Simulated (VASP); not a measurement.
Write the native input for VASP 6.6.1 that does the following.

| Property | Result |
| --- | --- |
| Task | single point |
| Functional | PBEsol |
| Potentials or basis | VASP PAW PBE potentials, release 64 (Fe) |
| Cutoff | 520 eV |
| k mesh | 24 × 24 × 14 |
| Occupations | gaussian, width 0.15 eV |
| Spin | no spin polarisation |
| Dipole correction | no |
| Further INCAR settings | ALGO = Fast; EDIFF = 1e-06; NBANDS = 15 |

The structure of Fe lies in POSCAR:

```
Fe
1.0
    2.5027612077      0.0000000000      0.0000000000
   -1.2513806039      2.1674547855      0.0000000000
    0.0000000000      0.0000000000      3.6341973269
Fe
2
Direct
    0.3333333333      0.6666666667      0.2500000000
    0.6666666667      0.3333333333      0.7500000000
```

This cell differs from its parent crystal: ratio of the length along z to the lengths across it x 0.92, volume and fractional coordinates fixed.

One way to write it, as run:

INCAR

```
SYSTEM = Fe
PREC = Accurate ; ENCUT = 520
EDIFF = 1E-6 ; ISMEAR = 0
SIGMA = 0.15 ; LREAL = .False.
LASPH = .True. ; NELM = 100
ALGO = Fast ; ISIF = 2
LWAVE = .False. ; LCHARG = .False.
GGA = PS ; NBANDS = 15
```

KPOINTS

```
regular mesh
0
Gamma
  24 24 14
  0 0 0
```

Potentials or basis: VASP PAW PBE potentials, release 64 (Fe).

Launch:

```sh
$ cat potpaw_PBE.64/Fe/POTCAR > POTCAR
$ mpirun -np 1 vasp_std > vasp.out
```

Results of the run:

```yaml
Pressure: 1.3 GPa
Band_gap_on_the_k_mesh: zero (band 8 reaches 7.92 eV, above the bottom of band 9 at 6.06 eV)
```

Caveat: the PAW data sets were made with another functional, which shifts forces and pressure a little; the run has no spin polarisation, though such a crystal can be magnetic.

It took 85 s on 1 thread of AMD EPYC 9R45 96-Core Processor (Zen 5), on a shared host, peak memory 0.2 GiB.
